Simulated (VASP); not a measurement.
Input of a VASP 6.6.1 run:

File INCAR:

```
SYSTEM = In4Sb3As
  ALGO = Normal
  EDIFF = 1E-7
  ENCUT = 520
  GGA = PE
  ISIF = 2
  ISMEAR = -1
  LASPH = .True.
  LCHARG = .False.
  LREAL = .False.
  LWAVE = .False.
  NBANDS = 46
  NELM = 60
  PREC = Accurate
  SIGMA = 0.02
```

KPOINTS

```
k-points
0
Gamma
  4 4 2
  0 0 0
```

File POSCAR:

```
In4Sb3As
1.0
    4.7119939574      0.0000000000      0.0000000000
    0.0000000000      4.7119939574      0.0000000000
    0.0000000000      0.0000000000     13.2722582818
As In Sb
1 4 3
Direct
    0.0000000000      0.0000000000      0.0000000000
    0.0000000000      0.5000000000      0.8873660036
    0.5000000000      0.0000000000      0.6293167863
    0.0000000000      0.5000000000      0.3706832137
    0.5000000000      0.0000000000      0.1126339964
    0.5000000000      0.5000000000      0.7582327341
    0.0000000000      0.0000000000      0.5000000000
    0.5000000000      0.5000000000      0.2417672659
```

Potentials or basis: VASP PAW PBE potentials, release 64 (As, In_d, Sb).

The run is started by

```console
$ cat potpaw_PBE.64/As/POTCAR potpaw_PBE.64/In_d/POTCAR potpaw_PBE.64/Sb/POTCAR > POTCAR
$ mpirun -np 1 vasp_std > vasp.out
```

Problem. Predict the band gap on the k mesh.

Solution. Zero (filled and empty bands touch).

Problem. What does it give for the largest force?

Solution. 0.026 eV/Å.

Problem. What does it give for the pressure?

Solution. -1.9 GPa.

Forces in eV/Å, atoms in the order of the input:
```
As   0.000  0.000  0.000
In   0.000  0.000 -0.026
In   0.000  0.000  0.004
In   0.000  0.000 -0.004
In   0.000  0.000  0.026
Sb   0.000  0.000 -0.001
Sb   0.000  0.000  0.000
Sb   0.000  0.000  0.001
```

Caveat: semilocal functionals underestimate gaps, so a narrow gap can read as zero; spin-orbit coupling is left out, which moves the levels of the heavy elements.
